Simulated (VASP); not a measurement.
The system is MgI2 (CdI2 type).

```
CELL_PARAMETERS angstrom
4.20733 0.00000 0.00000
-2.10366 3.64365 0.00000
0.00000 0.00000 7.84975
ATOMIC_POSITIONS crystal
Mg 0.00000 0.00000 0.00000
I 0.33333 0.66667 0.21319
I 0.66667 0.33333 0.78681
```

Base run:

| Property | Result |
| --- | --- |
| Program | VASP 6.6.1 |
| Functional | PBE |
| Potentials or basis | VASP PAW PBE potentials, release 64 (Mg, I) |
| Cutoff | 520 eV |
| k mesh | 10 × 10 × 5 |
| Occupations | fermi-dirac, width 0.05 eV |
| Spin | no spin polarisation |

Its results: band gap on the k mesh 3.61 eV (least direct gap 3.71 eV); pressure -0.1 GPa; largest force 0.012 eV/Å.

**Question.** The run is repeated on the same cell with these changes: further incar settings from ALGO = Normal; EDIFF = 1e-08; NBANDS = 15 to ALGO = Normal; EDIFF = 1e-08; NBANDS = 15; ISYM = 0; dispersion from none to D3(BJ). What comes out?

**Answer.** Band gap on the k mesh 3.61 eV (least direct gap 3.71 eV); pressure -1.2 GPa; largest force 0.039 eV/Å.

Caveats: spin-orbit coupling is left out, which moves the levels of the heavy elements; this functional lacks dispersion, which binds layers or chains, so the pressure and a relaxed spacing across them are unreliable (at least some runs).

A k mesh can miss the band edges.
